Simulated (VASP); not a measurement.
Write the native input for VASP 6.6.1 that does the following.

| Quantity | Value |
| --- | --- |
| Task | single point |
| Functional | PBE |
| Potentials or basis | VASP PAW PBE potentials, release 64 (Cd, S) |
| Cutoff | 500 eV |
| k mesh | 5 × 5 × 3 |
| Occupations | fermi-dirac, width 0.05 eV |
| Spin | no spin polarisation |
| Dipole correction | no |
| Further INCAR settings | ALGO = Normal; EDIFF = 1e-06; NBANDS = 26 |

The structure of CdS lies in POSCAR:

```
CdS
1.0
    4.1347992000      0.0000000000      0.0000000000
   -2.0673996000      3.5808411500      0.0000000000
    0.0000000000      0.0000000000      6.7490000000
Cd S
2 2
Direct
    0.3333333300      0.6666666700      0.0000000000
    0.6666666700      0.3333333300      0.5000000000
    0.3333333300      0.6666666700      0.3850000000
    0.6666666700      0.3333333300      0.8850000000
```

These files were run (other wordings do the same):

INCAR

```
SYSTEM = CdS
PREC = Accurate
ENCUT = 500
EDIFF = 1E-6
ISMEAR = -1
SIGMA = 0.05
LREAL = .FALSE.
LASPH = .TRUE.
NELM = 120
ALGO = Normal
ISIF = 2
LWAVE = .FALSE.
LCHARG = .FALSE.
GGA = PE
NBANDS = 26
GGA_COMPAT = .FALSE.
```

KPOINTS

```
regular mesh
0
G
  5 5 3
  0 0 0
```

Potentials or basis: VASP PAW PBE potentials, release 64 (Cd, S).

Run with:

```console
$ cat potpaw_PBE.64/Cd/POTCAR potpaw_PBE.64/S/POTCAR > POTCAR
$ mpirun -np 1 vasp_std > vasp.out
```

Results of the run:

```
Pressure               : 2.9 GPa
Largest force          : 0.272 eV/Å
Band gap on the k mesh : 1.23 eV
```

Wall time 24 s on 1 thread of Intel(R) Xeon(R) Platinum 8259CL CPU @ 2.50GHz (Skylake/Cascade Lake) (shared host), peak memory 0.19 GiB.
